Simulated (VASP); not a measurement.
# RbBr (I4/mmm) in VASP: further runs

The runs below take RbBr through single point, with PBE.

All numbers are computed with VASP 6.6.1; they aren't measurements. Logs are shortened: lines on timing, memory, paths and dates and some standing lists are left out, and cuts for length are marked.

### 1 The cell of the first run

Symmetry: I4/mmm, No. 139, tetragonal system. The conventional cell has a = 5.596 Å, b = 5.596 Å, c = 5.144 Å, α = 90.00°, β = 90.00°, γ = 90.00°. Rb (site symmetry 4/mmm) has 2 Br at 2.57 Å within 3.4 Å. Within 3.4 Å of Br (site symmetry 4/mmm) lie 2 Rb at 2.57 Å.

### 2 Single point, PBE

INCAR reads:

```
PREC = Accurate ; ENCUT = 520
EDIFF = 1E-7 ; ISMEAR = 0
SIGMA = 0.05 ; LREAL = F
LASPH = T ; NELM = 60
ALGO = Normal ; ISIF = 2
LWAVE = F ; LCHARG = F
GGA = PE ; NBANDS = 15
```

KPOINTS reads:

```
Automatic mesh
0
Gamma
  6 6 6
```

POSCAR reads:

```
RbBr
1.0
    0.0000000000      3.9567597201      2.5718938181
    3.9567597201      0.0000000000      2.5718938181
    3.9567597201      3.9567597201      0.0000000000
Rb Br
1 1
Direct
    0.0000000000      0.0000000000      0.0000000000
    0.5000000000      0.5000000000      0.5000000000
```

Potentials or basis: VASP PAW PBE potentials, release 64 (Rb_sv, Br).

On the command line:

```bash
$ cat potpaw_PBE.64/Rb_sv/POTCAR potpaw_PBE.64/Br/POTCAR > POTCAR
$ mpirun -np 1 vasp_std > vasp.out
```

OUTCAR:

```text
PREC = Accurate
   ENCUT = 520
   EDIFF = 1E-7
   ISMEAR = 0
   LREAL = F
   LASPH = T
   NELM = 60
   ISIF = 2
   GGA = PE

 ion  position               nearest neighbor table
   1  0.000  0.000  0.000-   2 2.57   2 2.57   2 3.96   2 3.96   2 3.96   2 3.96
   2  0.500  0.500  0.500-   1 2.57   1 2.57   1 3.96   1 3.96   1 3.96   1 3.96

  LATTYP: Found a body centered tetragonal cell.
 ALAT       =     5.5957032592
 C/A-ratio  =     0.9192388156

  Lattice vectors:

 A1 = (   0.0000000000,  -3.9567597201,  -2.5718938181)
 A2 = (   0.0000000000,   3.9567597201,  -2.5718938181)
 A3 = (   3.9567597201,   0.0000000000,   2.5718938181)

Analysis of symmetry for initial positions (statically):
=====================================================================
 Subroutine PRICEL returns:
 Original cell was already a primitive cell.

 Routine SETGRP: Setting up the symmetry group for a
 body centered tetragonal supercell.

 Subroutine GETGRP returns: Found 16 space group operations
 (whereof 16 operations were pure point group operations)
 out of a pool of 16 trial point group operations.

The static configuration has the point symmetry D_4h.

Analysis of symmetry for dynamics (positions and initial velocities):
=====================================================================
 Subroutine PRICEL returns:
 Original cell was already a primitive cell.

 Routine SETGRP: Setting up the symmetry group for a
 body centered tetragonal supercell.

 Subroutine GETGRP returns: Found 16 space group operations
 (whereof 16 operations were pure point group operations)
 out of a pool of 16 trial point group operations.

The dynamic configuration has the point symmetry D_4h.

 Subroutine INISYM returns: Found 16 space group operations
 (whereof 16 operations are pure point group operations),
 and found     1 'primitive' translations

----------------------------------------------------------------------------------------

                                     Primitive cell

  volume of cell :      80.5309

  direct lattice vectors                    reciprocal lattice vectors
     0.000000000  3.956759720  2.571893818    -0.126366026  0.126366026  0.194409270
     3.956759720  0.000000000  2.571893818     0.126366026 -0.126366026  0.194409270
     3.956759720  3.956759720  0.000000000     0.126366026  0.126366026 -0.194409270

  length of vectors
     4.719172098  4.719172098  5.595703259     0.264067622  0.264067622  0.264067622

  position of ions in fractional coordinates (direct lattice)
     0.000000000  0.000000000  0.000000000
     0.500000000  0.500000000  0.500000000

  ion indices of the primitive-cell ions
   primitive index   ion index
                 1           1
                 2           2

----------------------------------------------------------------------------------------

 KPOINTS: Automatic mesh

Automatic generation of k-mesh.
 Grid dimensions read from file:
 generate k-points for:    6    6    6

 Generating k-lattice:

  Cartesian coordinates                     Fractional coordinates (reciprocal lattice)
    -0.021061004  0.021061004  0.032401545     0.166666667  0.000000000  0.000000000
     0.021061004 -0.021061004  0.032401545     0.000000000  0.166666667  0.000000000
     0.021061004  0.021061004 -0.032401545    -0.000000000 -0.000000000  0.166666667

  Length of vectors
     0.044011270  0.044011270  0.044011270

  Shift w.r.t. Gamma in fractional coordinates (k-lattice)
     0.000000000  0.000000000  0.000000000

 Subroutine IBZKPT returns following result:
 ===========================================

 Found     30 irreducible k-points:

 Following reciprocal coordinates:
            Coordinates               Weight
  0.000000  0.000000  0.000000      1.000000
  0.166667  0.000000  0.000000      8.000000
  0.333333 -0.000000  0.000000      8.000000
  0.500000  0.000000  0.000000      4.000000
  0.166667  0.166667  0.000000      2.000000
  0.333333  0.166667  0.000000      8.000000
[... 16 lines left out ...]
  0.333333  0.000000  0.333333      4.000000
  0.500000  0.000000  0.333333     16.000000
 [... further k-points ...]
   k-points           NKPTS =     30   k-points in BZ     NKDIM =     30   number of bands    NBANDS=     15
   number of dos      NEDOS =    301   number of ions     NIONS =      2
   total plane-waves  NPLWV =  54432
   dimension x,y,z NGX =    36 NGY =   36 NGZ =   42
   dimension x,y,z NGXF=    72 NGYF=   72 NGZF=   84
   ions per type =               1   1
   NGX,Y,Z   is equivalent  to a cutoff of  12.68, 12.68, 12.48 a.u.
   NGXF,Y,Z  is equivalent  to a cutoff of  25.36, 25.36, 24.96 a.u.
 SYSTEM =  unknown system
   PREC   = accura    normal or accurate (medium, high low for compatibility)
   ISTART =      0    job   : 0-new  1-cont  2-samecut
   ICHARG =      2    charge: 1-file 2-atom 10-const
   ISPIN  =      1    spin polarized calculation?
   LNONCOLLINEAR =      F non collinear calculations
   LSORBIT =      F    spin-orbit coupling
   LASPH  =      T    aspherical Exc in radial PAW
   ENCUT  =  520.0 eV  38.22 Ry    6.18 a.u.   8.77  8.77 10.40*2*pi/ulx,y,z
   NELM   =     60;   NELMIN=  2; NELMDL= -5     # of ELM steps
   EDIFF  = 0.1E-06   stopping-criterion for ELM
   LREAL  =      F    real-space projection
   EDIFFG = 0.1E-05   stopping-criterion for IOM
   NSW    =      0    number of steps for IOM
   IBRION =     -1    ionic relax: 0-MD 1-quasi-New 2-CG
   NFREE  =      0    steps in history (QN), initial steepest desc. (CG)
   ISIF   =      2    stress and relaxation
   ISYM   =      2    0-nonsym 1-usesym 2-fastsym
   POTIM  = 0.5000    time-step for ionic-motion
   TEBEG  =    0.0;   TEEND  =   0.0 temperature during run
   PSTRESS=    0.0 pullay stress
   NELECT =      16.0000    total number of electrons
   NUPDOWN=      -1.0000    fix difference up-down
   EMIN   =  10.00;   EMAX   =-10.00  energy-range for DOS
   EFERMI =   0.00;   METHOD = LEGACY
   ISMEAR =     0;   SIGMA  =   0.05  broadening in eV -4-tet -1-fermi 0-gaus
   EFERMI_NEDOS =   21; number of points for ismear=-14 and -15
   IALGO  =     38    algorithm
   IMIX   =      4    mixing-type and parameters
     AMIX     =   0.40;   BMIX     =  1.00
     AMIX_MAG =   1.60;   BMIX_MAG =  1.00
  volume/ion in A,a.u.               =      40.27       271.72
  Fermi-wavevector in a.u.,A,eV,Ry     =   0.955273  1.805204 12.415941  0.912546
  Thomas-Fermi vector in A             =   2.084095
   LORBIT       =      0    0 simple, 1 ext, 2 COOP (PROOUT), +10 PAW based schemes
   GGA     = PE    functional components
   LHFCALC =     F    Hartree Fock is set to
   AEXX    =    0.0000 exact exchange contribution
   IVDW    =     0    specifies the selected vdW correction
   LEPSILON=     F    determine dielectric tensor
   LRPA    =     F    only Hartree local field effects (RPA)
 non-spin polarized calculation
 Gauss-broadening in eV      SIGMA  =   0.05
  energy-cutoff  :      520.00
  volume of cell :       80.53
 maximum number of plane-waves:      2206
   NGX = 17   NGY = 17   NGZ = 21

 number of electron      15.9999998 magnetization

 Free energy of the ion-electron system (eV)
  ---------------------------------------------------
  ext. energy  EPLUGINS =         0.00000000
  ---------------------------------------------------
  free energy    TOTEN  =        -3.73826882 eV

  energy without entropy =       -3.73826882  energy(sigma->0) =       -3.73826882

 E-fermi :   0.5332     XC(G=0):  -6.9848

 val. band max:        0.3114084184   @ k =   0.0000   0.0000   0.0000
 cond. band min:       2.0829809108   @ k =   0.0000   0.0000   0.0000
 fundamental gap:      1.7715724924
 Fermi energy:         0.5332380392

 k-point     1 :       0.0000    0.0000    0.0000
  band No.  band energies     occupation
      1     -25.8189      2.00000
      2     -14.0667      2.00000
      3     -10.9052      2.00000
      4      -9.9257      2.00000
      5      -9.9257      2.00000
      6      -1.8958      2.00000
      7      -1.8958      2.00000
      8       0.3114      2.00000
      9       2.0830      0.00000
     10       5.1976      0.00000
     11       5.1976      0.00000
     12       5.2079      0.00000
     13       7.7752      0.00000
     14       9.6459      0.00000
     15      10.2458      0.00000

 k-point     2 :       0.1667    0.0000    0.0000
  band No.  band energies     occupation
      1     -25.8118      2.00000
      2     -14.3182      2.00000
      3     -10.4090      2.00000
      4      -9.9387      2.00000
      5      -9.9377      2.00000
      6      -2.0993      2.00000
      7      -2.0401      2.00000
      8      -0.5061      2.00000
      9       2.5794      0.00000
     10       5.5284      0.00000
     11       5.5977      0.00000
     12       5.7637      0.00000
     13       7.2571      0.00000
     14       9.7837      0.00000
     15      10.7459      0.00000

 k-point     3 :       0.3333   -0.0000    0.0000
  band No.  band energies     occupation
      1     -25.7975      2.00000
      2     -14.7050      2.00000
      3      -9.9712      2.00000
      4      -9.9614      2.00000
      5      -9.4173      2.00000
      6      -2.4924      2.00000
      7      -2.2971      2.00000
      8      -1.9402      2.00000
      9       3.7818      0.00000
     10       5.9307      0.00000
     11       6.4291      0.00000
     12       7.1100      0.00000
     13       7.4038      0.00000
     14       8.6500      0.00000
     15      10.3597      0.00000
[... 343 lines left out ...]
 k-point    23 :       0.3333    0.0000    0.3333
  band No.  band energies     occupation
      1     -25.8104      2.00000
      2     -14.0497      2.00000
      3     -10.9481      2.00000
      4     -10.0866      2.00000
      5      -9.9180      2.00000
      6      -2.2950      2.00000
      7      -1.9106      2.00000
      8       0.2577      2.00000
      9       3.7802      0.00000
     10       4.6213      0.00000
     11       6.3415      0.00000
     12       6.7735      0.00000
     13       7.8555      0.00000
     14       9.0955      0.00000
     15       9.7799      0.00000

 k-point    24 :       0.5000    0.0000    0.3333
  band No.  band energies     occupation
      1     -25.8032      2.00000
      2     -14.3040      2.00000
      3     -10.4485      2.00000
      4     -10.1069      2.00000
      5      -9.9305      2.00000
      6      -2.3715      2.00000
      7      -2.0806      2.00000
      8      -0.5402      2.00000
      9       4.5438      0.00000
     10       5.0276      0.00000
     11       6.1041      0.00000
     12       7.5356      0.00000
     13       7.9158      0.00000
     14       8.3040      0.00000
     15       9.9478      0.00000

 [... further k-points ...]
[... 5 lines left out ...]
  --------------------------------------------------------------------------------------
  -------------------------------------------------------------------------------------
  Total       -0.3912083     -0.3912083     23.7843115      0.0000000     -0.0000000      0.0000000
  in kB       -7.7831648     -7.7831648    473.1935120      0.0000000     -0.0000000      0.0000000
  external PRESSURE =     152.5423942 kB  Pullay stress =       0.0000000 kB

 VOLUME and BASIS-vectors are now :
 -----------------------------------------------------------------------------
  energy-cutoff  :      520.00
  volume of cell :       80.53
      direct lattice vectors                 reciprocal lattice vectors
     0.000000000  3.956759720  2.571893818    -0.126366026  0.126366026  0.194409270
     3.956759720  0.000000000  2.571893818     0.126366026 -0.126366026  0.194409270
     3.956759720  3.956759720  0.000000000     0.126366026  0.126366026 -0.194409270

 POSITION                                       TOTAL-FORCE (eV/Angst)
 -----------------------------------------------------------------------------------
      0.00000      0.00000      0.00000         0.000000     -0.000000      0.000000
      3.95676      3.95676      2.57189        -0.000000      0.000000     -0.000000
 -----------------------------------------------------------------------------------
    total drift:                                0.000000      0.000000      0.000000

  FREE ENERGIE OF THE ION-ELECTRON SYSTEM (eV)
  ---------------------------------------------------
  free  energy   TOTEN  =        -3.7382688189 eV

  energy  without entropy=       -3.7382688189  energy(sigma->0) =       -3.73826882
```

Run time: 37 s. Hardware: 1 thread of Intel Xeon 6975P-C, shared host; peak memory 0.24 GiB.

Results:

| Item | Value |
| --- | --- |
| Free energy | -3.7383 eV |
| Pressure | 15.3 GPa |
| Band gap on the k mesh | 1.77 eV, direct |

### 3 Single point, PBE

This run uses another cell than the first one, of the same volume but with other edges.

INCAR reads:

```
SYSTEM = RbBr
  PREC = Accurate
  ENCUT = 520
  EDIFF = 1E-6
  ISMEAR = 0
  SIGMA = 0.05
  LREAL = .FALSE.
  LASPH = .TRUE.
  NELM = 100
  ALGO = Normal
  ISIF = 2
  LWAVE = .FALSE.
  LCHARG = .FALSE.
  GGA = PE
  NBANDS = 15
```

KPOINTS reads:

```
Automatic mesh
0
G
  6 6 6
  0 0 0
```

POSCAR reads:

```
RbBr
1.0
    0.0000000000      2.9941970429      4.4912955643
    2.9941970429      0.0000000000      4.4912955643
    2.9941970429      2.9941970429      0.0000000000
Rb Br
1 1
Direct
    0.0000000000      0.0000000000      0.0000000000
    0.5000000000      0.5000000000      0.5000000000
```

Potentials or basis: VASP PAW PBE potentials, release 64 (Rb_sv, Br).

On the command line:

```bash
$ cat potpaw_PBE.64/Rb_sv/POTCAR potpaw_PBE.64/Br/POTCAR > POTCAR
$ mpirun -np 1 vasp_std > vasp.out
```

Run time: 31 s. Hardware: 1 thread of Intel Xeon 6975P-C, shared host; peak memory 0.22 GiB.

Results (log left out):

- Free energy: -5.3212 eV
- Pressure: 7.4 GPa
- Band gap on the k mesh: 3.80 eV, direct

Stress tensor (GPa, compression positive):
```
11.43  0.00  0.00
 0.00 11.43  0.00
 0.00  0.00 -0.72
```

Levels at points of the mesh, in eV from the valence-band top:
```
           k point  band 5  band 6  band 7  band 8  band 9  band 10  band 11  band 12
(0.00, 0.00, 0.00)   -8.62   -0.57    0.00    0.00    3.80     5.72     8.04     8.09
(0.50, 0.00, 0.00)   -8.18   -1.59   -0.88   -0.85    6.32     6.84     9.39     9.64
(0.50, 0.50, 0.00)   -8.63   -0.97   -0.03   -0.03    5.37     7.18     7.32     8.82
(0.50, 0.00, 0.50)   -8.61   -0.58   -0.27   -0.19    5.45     7.17     7.73     9.02
```

 A k mesh can miss the band edges.

### 4 Single point, PBE

This run uses another cell than the first one, of the same volume but with other edges.

INCAR reads:

```
PREC     = Accurate       # precision mode
ENCUT    = 520            # plane-wave cutoff, eV
EDIFF    = 1E-6           # SCF threshold, eV
ISMEAR   = 0              # smearing method
SIGMA    = 0.05           # smearing width, eV
LREAL    = False          # projectors in reciprocal space
LASPH    = True           # aspherical terms in the spheres
NELM     = 60             # most SCF steps
ALGO     = Normal         # electronic algorithm
ISIF     = 2              # what is computed and relaxed
LWAVE    = False          # write WAVECAR
LCHARG   = False          # write CHGCAR
GGA      = PE             # functional
NBANDS   = 15             # bands
```

KPOINTS reads:

```
regular mesh
0
Gamma
  6 6 6
```

POSCAR reads:

```
RbBr
1.0
    0.0000000000      3.4744578900      3.3354795744
    3.4744578900      0.0000000000      3.3354795744
    3.4744578900      3.4744578900      0.0000000000
Rb Br
1 1
Direct
    0.0000000000      0.0000000000      0.0000000000
    0.5000000000      0.5000000000      0.5000000000
```

On the command line:

```bash
$ cat potpaw_PBE.64/Rb_sv/POTCAR potpaw_PBE.64/Br/POTCAR > POTCAR
$ mpirun -np 1 vasp_std > vasp.out
```

Run time: 25 s. Hardware: 1 thread of Intel Xeon 6975P-C, shared host; peak memory 0.23 GiB.

The run converged. Its results:

```yaml
Free_energy: -6.0876 eV
Pressure: 1.1 GPa
Band_gap_on_the_k_mesh: 4.32 eV, direct
```

Stress tensor (GPa, compression positive):
```
0.60 0.00 0.00
0.00 0.60 0.00
0.00 0.00 2.10
```

Levels at points of the mesh, in eV from the valence-band top:
| k point | band 6 | band 7 | band 8 | band 9 | band 10 | band 11 |
| --- | --- | --- | --- | --- | --- | --- |
| (0.00, 0.00, 0.00) | -0.05 | -0.05 | 0.00 | 4.32 | 7.17 | 7.17 |
| (0.50, 0.00, 0.00) | -1.03 | -0.40 | -0.39 | 6.77 | 7.67 | 9.44 |
| (0.50, 0.50, 0.00) | -0.45 | -0.23 | -0.23 | 5.54 | 7.14 | 9.23 |
| (0.50, 0.00, 0.50) | -0.54 | -0.20 | -0.16 | 5.59 | 7.07 | 9.11 |

### 5 The runs side by side

```csv
cell,gap on the mesh (eV),pressure (GPa)
"a = 4.719, b = 4.719, c = 5.596 Å, angles 53.6, 53.6, 72.7°, 2 atoms",1.77,15.3
"a = 5.398, b = 5.398, c = 4.234 Å, angles 66.9, 66.9, 46.2°, 2 atoms",3.80,7.4
"a = 4.816, b = 4.816, c = 4.914 Å, angles 59.3, 59.3, 61.3°, 2 atoms",4.32,1.1
```

Alike in all rows: task single point; level PBE; potentials or basis VASP PAW PBE potentials, release 64 (Rb_sv, Br); no spin polarisation; k mesh 6 × 6 × 6; cutoff (eV) 520; smearing gaussian 0.05 eV.

Absolute energies hang on the potentials; compare differences alone.
